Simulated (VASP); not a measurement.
# AlIn3Sb2N2 (P3m1) in VASP: notebook

AlIn3Sb2N2 is run at these levels: PBE; tasks: single point.

Everything below comes from runs of VASP 6.6.1. Logs are shortened: lines on timing, memory, paths and dates and some standing lists are left out, and cuts for length are marked.

**1. The cell of the first run**

Symmetry: P3m1, No. 156, trigonal system. The conventional cell has a = 3.291 Å, b = 3.291 Å, c = 17.768 Å, α = 90.00°, β = 90.00°, γ = 120.00°. Within 2.5 Å of Al (site symmetry 3m) lie 3 N at 1.90 Å. In (site symmetry 3m) has 6 In at 3.29 Å and 3 Sb at 3.43 Å and 3 N at 3.90 Å and 3 Al at 3.91 Å within 4.3 Å. Within 3.4 Å of In (site symmetry 3m) lie 3 N at 2.41 Å and 9 In at 3.29 to 3.38 Å and 3 Sb at 3.31 Å. In (site symmetry 3m) has 3 N at 2.31 Å and 3 Sb at 3.14 Å and 9 In at 3.29 to 3.38 Å within 3.4 Å. Within 4.3 Å of Sb (site symmetry 3m) lie 6 Sb at 3.29 Å and 6 In at 3.31 to 3.43 Å. Sb (site symmetry 3m) has 3 In at 3.14 Å and 6 Sb at 3.29 Å and 3 Al at 3.98 Å and 3 N at 3.99 Å within 4.1 Å. Within 2.5 Å of N (site symmetry 3m) lie 3 Al at 1.90 Å. Within 3.1 Å of N (site symmetry 3m) lie 6 In at 2.31 to 2.41 Å.

The cell was generated, and may not be a known phase.

**2. Single point, PBE**

INCAR reads:

```
SYSTEM = AlIn3Sb2N2
PREC     = Accurate       ! precision mode
ENCUT    = 520            ! plane-wave cutoff, eV
EDIFF    = 1E-7           ! SCF threshold, eV
ISMEAR   = 0              ! smearing method
SIGMA    = 0.1            ! smearing width, eV
LREAL    = .FALSE.        ! projectors in reciprocal space
LASPH    = .TRUE.         ! aspherical terms in the spheres
NELM     = 80             ! most SCF steps
ALGO     = Normal         ! electronic algorithm
ISIF     = 2              ! what is computed and relaxed
LWAVE    = .FALSE.        ! write WAVECAR
LCHARG   = .FALSE.        ! write CHGCAR
GGA      = PE             ! functional
NBANDS   = 41             ! bands
```

KPOINTS reads:

```
Automatic mesh
0
G
  12 12 2
  0 0 0
```

POSCAR reads:

```
AlIn3Sb2N2
1.0
    3.2910402172      0.0000000000      0.0000000000
   -1.6455201086      2.8501244329      0.0000000000
    0.0000000000      0.0000000000     17.7684703853
Al In Sb N
1 3 2 2
Direct
    0.0000000000      0.0000000000      0.5756255332
    0.6666666667      0.3333333333      0.3833911118
    0.6666666667      0.3333333333      0.0704872864
    0.0000000000      0.0000000000      0.9131257895
    0.0000000000      0.0000000000      0.2230063047
    0.6666666667      0.3333333333      0.7721368519
    0.3333333333      0.6666666667      0.5747791503
    0.3333333333      0.6666666667      0.9874480123
```

Potentials or basis: VASP PAW PBE potentials, release 64 (Al, In_d, Sb, N).

Command:

```
$ cat potpaw_PBE.64/Al/POTCAR potpaw_PBE.64/In_d/POTCAR potpaw_PBE.64/Sb/POTCAR potpaw_PBE.64/N/POTCAR > POTCAR
$ mpirun -np 1 vasp_std > vasp.out
```

OUTCAR:

```text
SYSTEM = AlIn3Sb2N2
   PREC = Accurate
   ENCUT = 520
   EDIFF = 1E-7
   ISMEAR = 0
   LREAL = .FALSE.
   LASPH = .TRUE.
   NELM = 80
   ISIF = 2
   GGA = PE

 ion  position               nearest neighbor table
   1  0.000  0.000  0.576-   7 1.90   7 1.90   7 1.90
   2  0.667  0.333  0.383-   5 3.43   5 3.43   5 3.43
   3  0.667  0.333  0.070-   8 2.41   8 2.41   8 2.41   5 3.31   5 3.31   5 3.31   4 3.38   4 3.38
                             4 3.38
   4  0.000  0.000  0.913-   8 2.31   8 2.31   8 2.31   6 3.14   6 3.14   6 3.14   3 3.38   3 3.38
                             3 3.38
   5  0.000  0.000  0.223-   3 3.31   3 3.31   3 3.31   2 3.43   2 3.43   2 3.43
   6  0.667  0.333  0.772-   4 3.14   4 3.14   4 3.14
   7  0.333  0.667  0.575-   1 1.90   1 1.90   1 1.90
   8  0.333  0.667  0.987-   4 2.31   4 2.31   4 2.31   3 2.41   3 2.41   3 2.41

  LATTYP: Found a hexagonal cell.
 ALAT       =     3.2910402172
 C/A-ratio  =     5.3990438319

  Lattice vectors:

 A1 = (   3.2910402172,   0.0000000000,   0.0000000000)
 A2 = (  -1.6455201086,   2.8501244329,   0.0000000000)
 A3 = (   0.0000000000,   0.0000000000,  17.7684703853)

Analysis of symmetry for initial positions (statically):
=====================================================================
 Subroutine PRICEL returns:
 Original cell was already a primitive cell.

 Routine SETGRP: Setting up the symmetry group for a
 hexagonal supercell.

 Subroutine GETGRP returns: Found  6 space group operations
 (whereof  6 operations were pure point group operations)
 out of a pool of 24 trial point group operations.

The static configuration has the point symmetry C_3v.

Analysis of symmetry for dynamics (positions and initial velocities):
=====================================================================
 Subroutine PRICEL returns:
 Original cell was already a primitive cell.

 Routine SETGRP: Setting up the symmetry group for a
 hexagonal supercell.

 Subroutine GETGRP returns: Found  6 space group operations
 (whereof  6 operations were pure point group operations)
 out of a pool of 24 trial point group operations.

The dynamic configuration has the point symmetry C_3v.

 Subroutine INISYM returns: Found  6 space group operations
 (whereof  6 operations are pure point group operations),
 and found     1 'primitive' translations

----------------------------------------------------------------------------------------

                                     Primitive cell

  volume of cell :     166.6660

  direct lattice vectors                    reciprocal lattice vectors
     3.291040217  0.000000000  0.000000000     0.303855296  0.175430937  0.000000000
    -1.645520109  2.850124433  0.000000000     0.000000000  0.350861874  0.000000000
     0.000000000  0.000000000 17.768470385     0.000000000  0.000000000  0.056279465

  length of vectors
     3.291040217  3.291040217 17.768470385     0.350861874  0.350861874  0.056279465

  position of ions in fractional coordinates (direct lattice)
     0.000000000  0.000000000  0.575625533
     0.666666667  0.333333333  0.383391112
     0.666666667  0.333333333  0.070487286
     0.000000000  0.000000000  0.913125790
     0.000000000  0.000000000  0.223006305
     0.666666667  0.333333333  0.772136852
     0.333333333  0.666666667  0.574779150
     0.333333333  0.666666667  0.987448012

  ion indices of the primitive-cell ions
   primitive index   ion index
                 1           1
                 2           2
                 3           3
                 4           4
                 5           5
                 6           6
                 7           7
                 8           8

----------------------------------------------------------------------------------------

 KPOINTS: Automatic mesh

Automatic generation of k-mesh.
 Grid dimensions read from file:
 generate k-points for:   12   12    2

 Generating k-lattice:

  Cartesian coordinates                     Fractional coordinates (reciprocal lattice)
     0.025321275  0.014619245  0.000000000     0.083333333  0.000000000  0.000000000
     0.000000000  0.029238490  0.000000000     0.000000000  0.083333333  0.000000000
     0.000000000  0.000000000  0.028139732     0.000000000  0.000000000  0.500000000

  Length of vectors
     0.029238490  0.029238490  0.028139732

  Shift w.r.t. Gamma in fractional coordinates (k-lattice)
     0.000000000  0.000000000  0.000000000

 Subroutine IBZKPT returns following result:
 ===========================================

 Found     38 irreducible k-points:

 Following reciprocal coordinates:
            Coordinates               Weight
  0.000000  0.000000  0.000000      1.000000
  0.083333 -0.000000  0.000000      6.000000
  0.166667 -0.000000  0.000000      6.000000
  0.250000 -0.000000  0.000000      6.000000
  0.333333 -0.000000  0.000000      6.000000
  0.416667 -0.000000  0.000000      6.000000
[... 16 lines left out ...]
  0.250000 -0.000000  0.500000      6.000000
  0.333333 -0.000000  0.500000      6.000000
 [... further k-points ...]
   k-points           NKPTS =     38   k-points in BZ     NKDIM =     38   number of bands    NBANDS=     41
   number of dos      NEDOS =    301   number of ions     NIONS =      8
   total plane-waves  NPLWV =  80640
   dimension x,y,z NGX =    24 NGY =   24 NGZ =  140
   dimension x,y,z NGXF=    48 NGYF=   48 NGZF=  280
   ions per type =               1   3   2   2
   NGX,Y,Z   is equivalent  to a cutoff of  12.12, 12.12, 13.10 a.u.
   NGXF,Y,Z  is equivalent  to a cutoff of  24.25, 24.25, 26.20 a.u.
 SYSTEM =  AlIn3Sb2N2
   PREC   = accura    normal or accurate (medium, high low for compatibility)
   ISTART =      0    job   : 0-new  1-cont  2-samecut
   ICHARG =      2    charge: 1-file 2-atom 10-const
   ISPIN  =      1    spin polarized calculation?
   LNONCOLLINEAR =      F non collinear calculations
   LSORBIT =      F    spin-orbit coupling
   LASPH  =      T    aspherical Exc in radial PAW
   ENCUT  =  520.0 eV  38.22 Ry    6.18 a.u.   6.12  6.12 33.04*2*pi/ulx,y,z
   NELM   =     80;   NELMIN=  2; NELMDL= -5     # of ELM steps
   EDIFF  = 0.1E-06   stopping-criterion for ELM
   LREAL  =      F    real-space projection
   EDIFFG = 0.1E-05   stopping-criterion for IOM
   NSW    =      0    number of steps for IOM
   IBRION =     -1    ionic relax: 0-MD 1-quasi-New 2-CG
   NFREE  =      0    steps in history (QN), initial steepest desc. (CG)
   ISIF   =      2    stress and relaxation
   ISYM   =      2    0-nonsym 1-usesym 2-fastsym
   POTIM  = 0.5000    time-step for ionic-motion
   TEBEG  =    0.0;   TEEND  =   0.0 temperature during run
   PSTRESS=    0.0 pullay stress
   NELECT =      62.0000    total number of electrons
   NUPDOWN=      -1.0000    fix difference up-down
   EMIN   =  10.00;   EMAX   =-10.00  energy-range for DOS
   EFERMI =   0.00;   METHOD = LEGACY
   ISMEAR =     0;   SIGMA  =   0.10  broadening in eV -4-tet -1-fermi 0-gaus
   EFERMI_NEDOS =   21; number of points for ismear=-14 and -15
   IALGO  =     38    algorithm
   IMIX   =      4    mixing-type and parameters
     AMIX     =   0.40;   BMIX     =  1.00
     AMIX_MAG =   1.60;   BMIX_MAG =  1.00
  volume/ion in A,a.u.               =      20.83       140.59
  Fermi-wavevector in a.u.,A,eV,Ry     =   1.177397  2.224958 18.861273  1.386264
  Thomas-Fermi vector in A             =   2.313745
   LORBIT       =      0    0 simple, 1 ext, 2 COOP (PROOUT), +10 PAW based schemes
   GGA     = PE    functional components
   LHFCALC =     F    Hartree Fock is set to
   AEXX    =    0.0000 exact exchange contribution
   IVDW    =     0    specifies the selected vdW correction
   LEPSILON=     F    determine dielectric tensor
   LRPA    =     F    only Hartree local field effects (RPA)
 non-spin polarized calculation
 Gauss-broadening in eV      SIGMA  =   0.10
  energy-cutoff  :      520.00
  volume of cell :      166.67
 maximum number of plane-waves:      4536
   NGX = 13   NGY = 13   NGZ = 67

 number of electron      62.0000027 magnetization

 Free energy of the ion-electron system (eV)
  ---------------------------------------------------
  ext. energy  EPLUGINS =         0.00000000
  ---------------------------------------------------
  free energy    TOTEN  =       -36.20908163 eV

  energy without entropy =      -36.19780709  energy(sigma->0) =      -36.20344436

 E-fermi :   7.4165     XC(G=0): -10.1582

 val. band max:        7.4156617415   @ k =   0.3333   0.3333   0.5000
 cond. band min:       7.4974545244   @ k =   0.3333   0.3333   0.0000
 fundamental gap:      0.0817927828
 Fermi energy:         7.4164602175

 k-point     1 :       0.0000    0.0000    0.0000
  band No.  band energies     occupation
      1      -8.2935      2.00000
      2      -7.5467      2.00000
      3      -7.5332      2.00000
      4      -7.5248      2.00000
      5      -7.5248      2.00000
      6      -7.4235      2.00000
[... 33 lines left out ...]
     40      15.7013      0.00000
     41      16.1425      0.00000

 k-point     2 :       0.0833   -0.0000    0.0000
  band No.  band energies     occupation
      1      -8.3264      2.00000
      2      -7.5302      2.00000
      3      -7.5026      2.00000
      4      -7.4893      2.00000
      5      -7.4810      2.00000
      6      -7.4159      2.00000
[... 33 lines left out ...]
     40      15.4117      0.00000
     41      15.7879      0.00000

 k-point     3 :       0.1667   -0.0000    0.0000
  band No.  band energies     occupation
      1      -8.4087      2.00000
      2      -7.5191      2.00000
      3      -7.4639      2.00000
      4      -7.4440      2.00000
      5      -7.4241      2.00000
      6      -7.3414      2.00000
[... 875 lines left out ...]
      2      -7.5466      2.00000
      3      -7.4820      2.00000
      4      -7.4213      2.00000
      5      -7.3873      2.00000
      6      -7.3040      2.00000
[... 33 lines left out ...]
     40      12.7055      0.00000
     41      13.5252      0.00000

 k-point    24 :       0.3333   -0.0000    0.5000
  band No.  band energies     occupation
      1      -8.5983      2.00000
      2      -7.5871      2.00000
      3      -7.5249      2.00000
      4      -7.4322      2.00000
      5      -7.3868      2.00000
      6      -7.2888      2.00000
[... 33 lines left out ...]
     40      12.4100      0.00000
     41      12.6969      0.00000

 [... further k-points ...]

------------------------ aborting loop because EDIFF is reached ----------------------------------------

  FORCE on cell =-STRESS in cart. coord.  units (eV):
  Direction    XX          YY          ZZ          XY          YZ          ZX
  --------------------------------------------------------------------------------------
  -------------------------------------------------------------------------------------
  Total       -0.0731028     -0.0731028      0.0251745     -0.0000000      0.0000000     -0.0000000
  in kB       -0.7027447     -0.7027447      0.2420045     -0.0000000      0.0000000     -0.0000000
  external PRESSURE =      -0.3878283 kB  Pullay stress =       0.0000000 kB

 VOLUME and BASIS-vectors are now :
 -----------------------------------------------------------------------------
  energy-cutoff  :      520.00
  volume of cell :      166.67
      direct lattice vectors                 reciprocal lattice vectors
     3.291040217  0.000000000  0.000000000     0.303855296  0.175430937  0.000000000
    -1.645520109  2.850124433  0.000000000     0.000000000  0.350861874  0.000000000
     0.000000000  0.000000000 17.768470385     0.000000000  0.000000000  0.056279465

 POSITION                                       TOTAL-FORCE (eV/Angst)
 -----------------------------------------------------------------------------------
      0.00000      0.00000     10.22799        -0.000000      0.000000     -0.002497
      1.64552      0.95004      6.81227         0.000000      0.000000     -0.002248
      1.64552      0.95004      1.25245         0.000000     -0.000000      0.006245
      0.00000      0.00000     16.22485         0.000000     -0.000000     -0.015543
      0.00000      0.00000      3.96248         0.000000      0.000000      0.005841
      1.64552      0.95004     13.71969         0.000000      0.000000     -0.005909
     -0.00000      1.90008     10.21295        -0.000000     -0.000000      0.001568
     -0.00000      1.90008     17.54544         0.000000      0.000000      0.012544
 -----------------------------------------------------------------------------------
    total drift:                               -0.000001      0.000001     -0.000496

  FREE ENERGIE OF THE ION-ELECTRON SYSTEM (eV)
  ---------------------------------------------------
  free  energy   TOTEN  =       -36.2090816287 eV

  energy  without entropy=      -36.1978070910  energy(sigma->0) =      -36.20344436
```

Wall time 2.9 min (1 thread of Intel Xeon 6975P-C (Granite Rapids), shared host); peak memory 0.42 GiB.

Results:

| Quantity | Value |
| --- | --- |
| Free energy | -36.2091 eV |
| Pressure | 0.0 GPa |
| Largest force | 0.016 eV/Å |
| Band gap on the k mesh | zero (bands 31 and 32 overlap by 3.52 eV) |

Forces on the atoms (eV/Å):
```
Al   0.000  0.000 -0.002
In   0.000  0.000 -0.002
In   0.000  0.000  0.006
In   0.000  0.000 -0.016
Sb   0.000  0.000  0.006
Sb   0.000  0.000 -0.006
N    0.000  0.000  0.002
N    0.000  0.000  0.013
```

Caveat: spin-orbit coupling is left out, which moves the levels of the heavy elements.

(Part 1 of 2 ends here.)

The gap in the log of VASP goes by the Fermi energy; the results here count the filled bands.